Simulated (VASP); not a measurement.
Here is a VASP 6.6.1 calculation.

INCAR

```
  PREC = Accurate
  ENCUT = 520
  EDIFF = 1E-6
  ISMEAR = -1
  SIGMA = 0.05
  LREAL = Auto
  LASPH = True
  NELM = 150
  ALGO = Normal
  ISIF = 2
  LWAVE = False
  LCHARG = False
  ISPIN = 2
  MAGMOM = 0 0 0 0 0 0 0 0 0 0 0 0 0 0 0.5 0 0 0 0 0 0 0 0 0 0.5 0 0 0 0 0 0 0 0 0 0 0 0 0 0 0 0 0.5 0 0 0 0 0 0 0 0 0 0 0 0 0 0 0 0 0 0.5 0 0 0
  LORBIT = 11
  GGA = PS
  NBANDS = 167
  NELECT = 254.0
```

File KPOINTS:

```
Automatic mesh
0
Gamma
  1 1 1
```

Contents of POSCAR:

```
Si
1.0
   10.8655790000      0.0000000000      0.0000000000
    0.0000000000     10.8655790000      0.0000000000
    0.0000000000      0.0000000000     10.8655790000
Si
63
Direct
    0.9997580000      0.0000080000      0.9999570000
    0.9996310000      0.9999980000      0.4999530000
    0.9996050000      0.5000850000      0.0001190000
    0.9997220000      0.5000300000      0.4999290000
    0.4997200000      0.0002500000      0.9999380000
    0.4997550000      0.0000270000      0.4999610000
    0.4997510000      0.4999870000      0.9999550000
    0.1251400000      0.1241160000      0.1241890000
    0.1258880000      0.1249520000      0.6240770000
    0.1258680000      0.6239710000      0.1252290000
    0.1248380000      0.6242340000      0.6242220000
    0.6245360000      0.1255250000      0.1256030000
    0.6247040000      0.1249860000      0.6238690000
    0.6247260000      0.6238740000      0.1248970000
    0.6193060000      0.6171100000      0.6174710000
    0.2502590000      0.2502530000      0.9997900000
    0.2516530000      0.2524970000      0.4998010000
    0.2501820000      0.7495380000      0.0001420000
    0.2519940000      0.7472460000      0.5001160000
    0.7491830000      0.2502910000      0.0001670000
    0.7476230000      0.2526490000      0.5001380000
    0.7493210000      0.7495870000      0.9997090000
    0.7475250000      0.7472530000      0.4997580000
    0.3747390000      0.3761190000      0.1249040000
    0.3798640000      0.3827190000      0.6172450000
    0.3746780000      0.8748590000      0.1251600000
    0.3747980000      0.8750340000      0.6238210000
    0.8731700000      0.3761690000      0.1251320000
    0.8746240000      0.3757560000      0.6241980000
    0.8741670000      0.8759770000      0.1240600000
    0.8732670000      0.8749440000      0.6238590000
    0.2501510000      0.9998380000      0.2504520000
    0.2502500000      0.0000990000      0.7496650000
    0.2517980000      0.4997740000      0.2525620000
    0.2516600000      0.5001710000      0.7474960000
    0.7492370000      0.0002380000      0.2504140000
    0.7491820000      0.9998560000      0.7496850000
    0.7473680000      0.5002260000      0.2528540000
    0.7477650000      0.4997590000      0.7475060000
    0.3748400000      0.1250340000      0.3760750000
    0.3749880000      0.1255570000      0.8743270000
    0.3803870000      0.6177070000      0.3819440000
    0.3748590000      0.6238720000      0.8749510000
    0.8736350000      0.1252750000      0.3758280000
    0.8743680000      0.1241870000      0.8757940000
    0.8746840000      0.6243350000      0.3756150000
    0.8737490000      0.6241280000      0.8746900000
    0.9992220000      0.2502670000      0.2497940000
    0.0002200000      0.2501340000      0.7499070000
    0.0001590000      0.7501800000      0.2499100000
    0.9992990000      0.7502140000      0.7497110000
    0.4996590000      0.2534190000      0.2532370000
    0.4997890000      0.2533550000      0.7466380000
    0.4998750000      0.7473480000      0.2526000000
    0.4997030000      0.7469640000      0.7468210000
    0.1247950000      0.3757190000      0.3757160000
    0.1258590000      0.3759940000      0.8750880000
    0.1259440000      0.8747900000      0.3761330000
    0.1251850000      0.8758030000      0.8758610000
    0.6187200000      0.3831960000      0.3834310000
    0.6246800000      0.3760800000      0.8750150000
    0.6246670000      0.8750280000      0.3761100000
    0.6245460000      0.8746290000      0.8746640000
```

Potentials or basis: VASP PAW PBE potentials, release 64 (Si).

The run is started by

```bash
$ cat potpaw_PBE.64/Si/POTCAR > POTCAR
$ mpirun -np 1 vasp_gam > vasp.out
```

Problem. What does it give for the site moments?

Solution. Si -0.00, +0.01, +0.00, +0.09, +0.10 (each value once) μB.

Problem. Estimate the largest force.

Solution. 0.110 eV/Å.

Problem. Estimate the net moment.

Solution. 2.16 μB per cell.

Forces in eV/Å, atoms in the order of the input:
```
Si  -0.007  0.000  0.001
Si  -0.003  0.000  0.000
Si  -0.004 -0.001 -0.002
Si  -0.006  0.000  0.000
Si  -0.004  0.002 -0.001
Si  -0.006  0.000  0.002
Si  -0.006  0.000  0.001
Si  -0.059  0.046  0.040
Si  -0.050  0.040  0.085
Si  -0.047  0.090  0.035
Si  -0.053  0.044  0.039
Si  -0.015  0.046  0.040
Si  -0.046  0.034  0.040
Si  -0.047  0.046  0.029
Si  -0.038  0.039  0.032
Si   0.001  0.002 -0.002
Si   0.013  0.004 -0.023
Si   0.002 -0.008  0.002
Si   0.008 -0.012  0.023
Si  -0.001  0.000  0.001
Si  -0.015  0.010  0.022
Si  -0.003 -0.003  0.000
Si  -0.010 -0.015 -0.022
Si   0.050 -0.044  0.029
Si   0.040 -0.035  0.035
Si   0.018 -0.041  0.040
Si   0.049 -0.032  0.041
Si   0.053 -0.089  0.036
Si   0.055 -0.041  0.039
Si   0.065 -0.047  0.042
Si   0.053 -0.036  0.087
Si   0.001 -0.002  0.008
Si   0.003  0.000 -0.003
Si   0.010 -0.023  0.010
Si   0.013  0.023 -0.006
Si  -0.002 -0.001  0.005
Si  -0.002 -0.002  0.002
Si  -0.013  0.021  0.017
Si  -0.012 -0.023 -0.007
Si   0.044  0.032 -0.044
Si   0.014  0.046 -0.042
Si   0.037  0.036 -0.030
Si   0.044  0.045 -0.032
Si   0.048  0.037 -0.086
Si   0.060  0.045 -0.045
Si   0.052  0.041 -0.042
Si   0.047  0.088 -0.035
Si   0.000 -0.004 -0.003
Si   0.007 -0.002  0.003
Si   0.004  0.005 -0.002
Si   0.000  0.001  0.002
Si  -0.021  0.007  0.010
Si   0.025  0.003 -0.005
Si   0.024 -0.010  0.007
Si  -0.022 -0.008 -0.004
Si  -0.056 -0.040 -0.042
Si  -0.050 -0.087 -0.036
Si  -0.048 -0.036 -0.090
Si  -0.061 -0.042 -0.043
Si  -0.032 -0.039 -0.041
Si  -0.046 -0.042 -0.030
Si  -0.046 -0.028 -0.045
Si  -0.010 -0.041 -0.042
```

Caveat: the k points lie up to 0.58 Å⁻¹ apart; the cell carries a net charge on a neutralising background, which shifts energy and pressure; the PAW data sets were made with another functional, which shifts forces and pressure a little.
